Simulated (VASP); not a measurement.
# MoS2 (P-3m1) in VASP: a series of runs

Aim: see how the results for MoS2 move with the level of theory and the settings. Levels: PBE+D4, PBE+D3(BJ), PBE. Tasks: single point, relaxation of cell and atoms.

Everything below comes from runs of VASP 6.6.1. Logs are shortened: lines on timing, memory, paths and dates and some standing lists are left out, and cuts for length are marked.

## (1) The cell of the first run

Symmetry: P-3m1, No. 164, trigonal system. The conventional cell has a = 3.178 Å, b = 3.178 Å, c = 5.850 Å, α = 90.00°, β = 90.00°, γ = 120.00°. Mo (site symmetry -3m) has 6 S at 2.42 Å and 6 Mo at 3.18 Å within 3.2 Å. S (site symmetry 3m) has 3 Mo at 2.42 Å and 6 S at 3.18 Å within 3.2 Å.

## (2) Single point, PBE+D4

The input, INCAR:

```
ALGO = Normal ; EDIFF = 1E-6
ENCUT = 500 ; GGA = PE
GGA_COMPAT = False ; ISIF = 2
ISMEAR = -1 ; IVDW = 13
LASPH = True ; LCHARG = False
LREAL = False ; LWAVE = False
NBANDS = 20 ; NELM = 120
PREC = Accurate ; SIGMA = 0.05
```

The input, KPOINTS:

```
k-points
0
Gamma
  9 9 4
```

The input, POSCAR:

```
MoS2
1.0
    3.1779331625      0.0000000000      0.0000000000
   -1.5889665813      2.7521708503      0.0000000000
    0.0000000000      0.0000000000      5.8504487207
Mo S
1 2
Direct
    0.0000000000      0.0000000000      0.5000000000
    0.6666666667      0.3333333333      0.7688306207
    0.3333333333      0.6666666667      0.2311693793
```

Potentials or basis: VASP PAW PBE potentials, release 64 (Mo_sv, S).

On the command line:

```sh
$ cat potpaw_PBE.64/Mo_sv/POTCAR potpaw_PBE.64/S/POTCAR > POTCAR
$ mpirun -np 1 vasp_std > vasp.out
```

OUTCAR:

```text
EDIFF = 1E-6
   ENCUT = 500
   GGA = PE
   ISIF = 2
   ISMEAR = -1
   IVDW = 13
   LASPH = True
   LREAL = False
   NELM = 120
   PREC = Accurate

 ion  position               nearest neighbor table
   1  0.000  0.000  0.500-   2 2.42   3 2.42   2 2.42   3 2.42   2 2.42   3 2.42
   2  0.667  0.333  0.769-   1 2.42   1 2.42   1 2.42
   3  0.333  0.667  0.231-   1 2.42   1 2.42   1 2.42

  LATTYP: Found a hexagonal cell.
 ALAT       =     3.1779331625
 C/A-ratio  =     1.8409602788

  Lattice vectors:

 A1 = (   3.1779331625,   0.0000000000,   0.0000000000)
 A2 = (  -1.5889665813,   2.7521708503,   0.0000000000)
 A3 = (   0.0000000000,   0.0000000000,   5.8504487207)

Analysis of symmetry for initial positions (statically):
=====================================================================
 Subroutine PRICEL returns:
 Original cell was already a primitive cell.

 Routine SETGRP: Setting up the symmetry group for a
 hexagonal supercell.

 Subroutine GETGRP returns: Found 12 space group operations
 (whereof 12 operations were pure point group operations)
 out of a pool of 24 trial point group operations.

The static configuration has the point symmetry D_3d.

Analysis of symmetry for dynamics (positions and initial velocities):
=====================================================================
 Subroutine PRICEL returns:
 Original cell was already a primitive cell.

 Routine SETGRP: Setting up the symmetry group for a
 hexagonal supercell.

 Subroutine GETGRP returns: Found 12 space group operations
 (whereof 12 operations were pure point group operations)
 out of a pool of 24 trial point group operations.

The dynamic configuration has the point symmetry D_3d.

 Subroutine INISYM returns: Found 12 space group operations
 (whereof 12 operations are pure point group operations),
 and found     1 'primitive' translations

----------------------------------------------------------------------------------------

                                     Primitive cell

  volume of cell :      51.1693

  direct lattice vectors                    reciprocal lattice vectors
     3.177933163  0.000000000  0.000000000     0.314669928  0.181674768  0.000000000
    -1.588966581  2.752170850  0.000000000     0.000000000  0.363349535  0.000000000
     0.000000000  0.000000000  5.850448721     0.000000000  0.000000000  0.170927060

  length of vectors
     3.177933163  3.177933163  5.850448721     0.363349535  0.363349535  0.170927060

  position of ions in fractional coordinates (direct lattice)
     0.000000000  0.000000000  0.500000000
     0.666666667  0.333333333  0.768830621
     0.333333333  0.666666667  0.231169379

  ion indices of the primitive-cell ions
   primitive index   ion index
                 1           1
                 2           2
                 3           3

----------------------------------------------------------------------------------------

 KPOINTS: k-points

Automatic generation of k-mesh.
 Grid dimensions read from file:
 generate k-points for:    9    9    4

 Generating k-lattice:

  Cartesian coordinates                     Fractional coordinates (reciprocal lattice)
     0.034963325  0.020186085  0.000000000     0.111111111 -0.000000000  0.000000000
     0.000000000  0.040372171  0.000000000     0.000000000  0.111111111  0.000000000
     0.000000000  0.000000000  0.042731765     0.000000000  0.000000000  0.250000000

  Length of vectors
     0.040372171  0.040372171  0.042731765

  Shift w.r.t. Gamma in fractional coordinates (k-lattice)
     0.000000000  0.000000000  0.000000000

 Subroutine IBZKPT returns following result:
 ===========================================

 Found     43 irreducible k-points:

 Following reciprocal coordinates:
            Coordinates               Weight
  0.000000  0.000000  0.000000      1.000000
  0.111111 -0.000000  0.000000      6.000000
  0.222222 -0.000000  0.000000      6.000000
  0.333333 -0.000000  0.000000      6.000000
  0.444444 -0.000000  0.000000      6.000000
  0.111111  0.111111  0.000000      6.000000
[... 16 lines left out ...]
  0.222222  0.111111  0.250000     12.000000
 -0.111111  0.333333  0.250000     12.000000
 [... further k-points ...]
   k-points           NKPTS =     43   k-points in BZ     NKDIM =     43   number of bands    NBANDS=     20
   number of dos      NEDOS =    301   number of ions     NIONS =      3
   total plane-waves  NPLWV =  27648
   dimension x,y,z NGX =    24 NGY =   24 NGZ =   48
   dimension x,y,z NGXF=    48 NGYF=   48 NGZF=   96
   ions per type =               1   2
   NGX,Y,Z   is equivalent  to a cutoff of  12.56, 12.56, 13.64 a.u.
   NGXF,Y,Z  is equivalent  to a cutoff of  25.11, 25.11, 27.28 a.u.
 SYSTEM =  unknown system
   PREC   = accura    normal or accurate (medium, high low for compatibility)
   ISTART =      0    job   : 0-new  1-cont  2-samecut
   ICHARG =      2    charge: 1-file 2-atom 10-const
   ISPIN  =      1    spin polarized calculation?
   LNONCOLLINEAR =      F non collinear calculations
   LSORBIT =      F    spin-orbit coupling
   LASPH  =      T    aspherical Exc in radial PAW
   ENCUT  =  500.0 eV  36.75 Ry    6.06 a.u.   5.79  5.79 10.67*2*pi/ulx,y,z
   NELM   =    120;   NELMIN=  2; NELMDL= -5     # of ELM steps
   EDIFF  = 0.1E-05   stopping-criterion for ELM
   LREAL  =      F    real-space projection
   EDIFFG = 0.1E-04   stopping-criterion for IOM
   NSW    =      0    number of steps for IOM
   IBRION =     -1    ionic relax: 0-MD 1-quasi-New 2-CG
   NFREE  =      0    steps in history (QN), initial steepest desc. (CG)
   ISIF   =      2    stress and relaxation
   ISYM   =      2    0-nonsym 1-usesym 2-fastsym
   POTIM  = 0.5000    time-step for ionic-motion
   TEBEG  =    0.0;   TEEND  =   0.0 temperature during run
   PSTRESS=    0.0 pullay stress
   NELECT =      26.0000    total number of electrons
   NUPDOWN=      -1.0000    fix difference up-down
   EMIN   =  10.00;   EMAX   =-10.00  energy-range for DOS
   EFERMI =   0.00;   METHOD = LEGACY
   ISMEAR =    -1;   SIGMA  =   0.05  broadening in eV -4-tet -1-fermi 0-gaus
   EFERMI_NEDOS =   21; number of points for ismear=-14 and -15
   IALGO  =     38    algorithm
   IMIX   =      4    mixing-type and parameters
     AMIX     =   0.40;   BMIX     =  1.00
     AMIX_MAG =   1.60;   BMIX_MAG =  1.00
  volume/ion in A,a.u.               =      17.06       115.10
  Fermi-wavevector in a.u.,A,eV,Ry     =   1.306360  2.468662 23.219378  1.706576
  Thomas-Fermi vector in A             =   2.437167
   LORBIT       =      0    0 simple, 1 ext, 2 COOP (PROOUT), +10 PAW based schemes
   GGA     = PE    functional components
   LHFCALC =     F    Hartree Fock is set to
   AEXX    =    0.0000 exact exchange contribution
   IVDW    =    13    specifies the selected vdW correction
   LEPSILON=     F    determine dielectric tensor
   LRPA    =     F    only Hartree local field effects (RPA)
 non-spin polarized calculation
  energy-cutoff  :      500.00
  volume of cell :       51.17
 maximum number of plane-waves:      1313
 NGX is ok and might be reduce to    24
   NGX = 11   NGY = 11   NGZ = 21

 number of electron      25.9999998 magnetization

 Free energy of the ion-electron system (eV)
  ---------------------------------------------------
  ext. energy  EPLUGINS =         0.00000000
  ---------------------------------------------------
  free energy    TOTEN  =       -20.95371743 eV

  energy without entropy =      -20.94525725  energy(sigma->0) =      -20.94948734

 E-fermi :   8.3252     XC(G=0): -11.1621

 val. band max:        8.3001414766   @ k =   0.1111  -0.0000   0.0000
 cond. band min:       8.3706914488   @ k =  -0.1111   0.3333   0.2500
 fundamental gap:      0.0705499722
 Fermi energy:         8.3251512984

 k-point     1 :       0.0000    0.0000    0.0000
  band No.  band energies     occupation
      1     -53.4479      2.00000
      2     -27.5173      2.00000
      3     -27.4206      2.00000
      4     -27.4206      2.00000
      5      -6.8816      2.00000
      6      -5.0638      2.00000
[... 12 lines left out ...]
     19      15.1516      0.00000
     20      17.8328      0.00000

 k-point     2 :       0.1111   -0.0000    0.0000
  band No.  band energies     occupation
      1     -53.4434      2.00000
      2     -27.5085      2.00000
      3     -27.4655      2.00000
      4     -27.4309      2.00000
      5      -6.6873      2.00000
      6      -5.0247      2.00000
[... 12 lines left out ...]
     19      15.8090      0.00000
     20      17.4420      0.00000

 k-point     3 :       0.2222   -0.0000    0.0000
  band No.  band energies     occupation
      1     -53.4321      2.00000
      2     -27.5780      2.00000
      3     -27.4859      2.00000
      4     -27.4568      2.00000
      5      -6.1505      2.00000
      6      -4.9204      2.00000
[... 12 lines left out ...]
     19      16.3147      0.00000
     20      17.5904      0.00000

 k-point     4 :       0.3333   -0.0000    0.0000
  band No.  band energies     occupation
      1     -53.4192      2.00000
      2     -27.7034      2.00000
      3     -27.4860      2.00000
      4     -27.4603      2.00000
      5      -5.4436      2.00000
      6      -4.7657      2.00000
[... 12 lines left out ...]
     19      15.5013      0.00000
     20      16.6997      0.00000

 k-point     5 :       0.4444   -0.0000    0.0000
  band No.  band energies     occupation
      1     -53.4107      2.00000
      2     -27.7840      2.00000
      3     -27.5051      2.00000
      4     -27.4435      2.00000
      5      -5.0056      2.00000
      6      -4.4994      2.00000
[... 12 lines left out ...]
     19      15.5595      0.00000
     20      16.4404      0.00000
[... 353 lines left out ...]
      6      -4.4765      2.00000
[... 12 lines left out ...]
     19      14.9865      0.00000
     20      15.8684      0.00000

 k-point    22 :       0.1111    0.1111    0.2500
  band No.  band energies     occupation
      1     -53.4355      2.00000
      2     -27.5401      2.00000
      3     -27.4931      2.00000
      4     -27.4529      2.00000
      5      -6.1581      2.00000
      6      -5.1937      2.00000
[... 12 lines left out ...]
     19      16.4433      0.00000
     20      17.2405      0.00000

 k-point    23 :       0.2222    0.1111    0.2500
  band No.  band energies     occupation
      1     -53.4234      2.00000
      2     -27.6495      2.00000
      3     -27.4906      2.00000
      4     -27.4683      2.00000
      5      -5.6229      2.00000
      6      -4.8936      2.00000
[... 12 lines left out ...]
     19      15.9298      0.00000
     20      18.0828      0.00000

 k-point    24 :      -0.1111    0.3333    0.2500
  band No.  band energies     occupation
      1     -53.4234      2.00000
      2     -27.6495      2.00000
      3     -27.4906      2.00000
      4     -27.4683      2.00000
      5      -5.5176      2.00000
      6      -5.0349      2.00000
[... 12 lines left out ...]
     19      16.7509      0.00000
     20      17.2832      0.00000

 [... further k-points ...]

------------------------ aborting loop because EDIFF is reached ----------------------------------------

  DFT-D4 for vdW energy calculation

  Edisp (eV):   -1.33501

  FORCE on cell =-STRESS in cart. coord.  units (eV):
  Direction    XX          YY          ZZ          XY          YZ          ZX
  --------------------------------------------------------------------------------------
  -------------------------------------------------------------------------------------
  Total      -0.03768    -0.03768    -0.03015     0.00000     0.00000     0.00000
  in kB      -1.17968    -1.17968    -0.94409     0.00000     0.00000     0.00000
  external pressure =       -1.10 kB  Pullay stress =        0.00 kB

 VOLUME and BASIS-vectors are now :
 -----------------------------------------------------------------------------
  energy-cutoff  :      500.00
  volume of cell :       51.17
      direct lattice vectors                 reciprocal lattice vectors
     3.177933163  0.000000000  0.000000000     0.314669928  0.181674768  0.000000000
    -1.588966581  2.752170850  0.000000000     0.000000000  0.363349535  0.000000000
     0.000000000  0.000000000  5.850448721     0.000000000  0.000000000  0.170927060

 POSITION                                       TOTAL-FORCE (eV/Angst)
 -----------------------------------------------------------------------------------
      0.00000      0.00000      2.92522        -0.000000      0.000000      0.000000
      1.58897      0.91739      4.49800        -0.000000      0.000000     -0.010997
     -0.00000      1.83478      1.35244         0.000000      0.000000      0.010997
 -----------------------------------------------------------------------------------
    total drift:                               -0.000000     -0.000000      0.000000

  FREE ENERGIE OF THE ION-ELECTRON SYSTEM (eV)
  ---------------------------------------------------
  free  energy   TOTEN  =       -22.2887259686 eV

  energy  without entropy=      -22.2802657923  energy(sigma->0) =      -22.28449588
```

It took 56 s on 1 thread of Intel Xeon 8259CL, shared host; peak memory 0.19 GiB.

Results:

| Quantity | Value |
| --- | --- |
| Free energy | -22.2887 eV |
| Pressure | -0.1 GPa |
| Largest force | 0.011 eV/Å |
| Band gap on the k mesh | zero (band 13 reaches 9.12 eV, above the bottom of band 14 at 7.94 eV) |
| Dispersion energy per atom | -0.445 eV |

Forces on the atoms (eV/Å):
```
Mo   0.000  0.000  0.000
S    0.000  0.000 -0.011
S    0.000  0.000  0.011
```

Levels at points of the mesh, in eV from the Fermi level:
| k point | band 10 | band 11 | band 12 | band 13 | band 14 | band 15 | band 16 | band 17 |
| --- | --- | --- | --- | --- | --- | --- | --- | --- |
| (0.00, 0.00, 0.00) | -1.42 | -1.28 | -0.91 | -0.91 | -0.17 | -0.17 | 2.98 | 2.98 |
| (0.00, 0.00, 0.50) | -3.90 | -0.93 | -0.93 | -0.38 | -0.38 | 0.09 | 3.42 | 3.42 |

Caveat: pairwise dispersion overbinds metals, which lowers pressure and volume.

## (3) Single point, PBE+D3(BJ)

This run uses another cell than the first one, of 18.98 Å³/atom, 1.113 times its volume.

The input, INCAR:

```
SYSTEM = MoS2
  PREC = Accurate
  ENCUT = 500
  EDIFF = 1E-6
  ISMEAR = -1
  SIGMA = 0.05
  LREAL = .False.
  LASPH = .True.
  NELM = 120
  ALGO = Normal
  ISIF = 2
  LWAVE = .False.
  LCHARG = .True.
  GGA = PE
  IVDW = 12
  LELF = .True.
  LVHAR = .True.
  NBANDS = 20
  GGA_COMPAT = .False.
```

The input, KPOINTS:

```
regular mesh
0
Gamma
  9 9 4
  0 0 0
```

The input, POSCAR:

```
MoS2
1.0
    3.2274645616      0.0000000000      0.0000000000
   -1.6137322808      2.7950663001      0.0000000000
    0.0000000000      0.0000000000      6.3124734200
Mo S
1 2
Direct
    0.0000000000      0.0000000000      0.5000000000
    0.6666666667      0.3333333333      0.7446806800
    0.3333333333      0.6666666667      0.2553193200
```

Potentials or basis: VASP PAW PBE potentials, release 64 (Mo_sv, S).

On the command line:

```sh
$ cat potpaw_PBE.64/Mo_sv/POTCAR potpaw_PBE.64/S/POTCAR > POTCAR
$ mpirun -np 1 vasp_std > vasp.out
```

Wall time 69 s (1 thread of Intel Xeon 8259CL, shared host); peak memory 0.2 GiB.

It converged, with:

```yaml
Free_energy: -22.2086 eV
Pressure: -2.4 GPa
Largest_force: 0.274 eV/Å
Band_gap_on_the_k_mesh: zero (band 13 reaches 7.55 eV, above the bottom of band 14 at 6.52 eV)
Dispersion_energy_per_atom: -0.399 eV
```

Forces in eV/Å, atoms in the order of the input:
```
Mo   0.000  0.000  0.000
S    0.000  0.000  0.274
S    0.000  0.000 -0.274
```

Stress tensor (GPa, compression positive):
```
-3.42  0.00  0.00
 0.00 -3.42  0.00
 0.00  0.00 -0.47
```

Levels at points of the mesh, in eV from the Fermi level:
```csv
k point,band 11,band 12,band 13,band 14,band 15,band 16
"(0.00, 0.00, 0.00)",-1.05,-0.94,-0.94,-0.33,-0.33,3.19
"(0.00, 0.00, 0.50)",-0.95,-0.95,-0.39,-0.39,-0.08,3.35
```

Caveat: three body term missing.

(Part 1 of 2 ends here.)
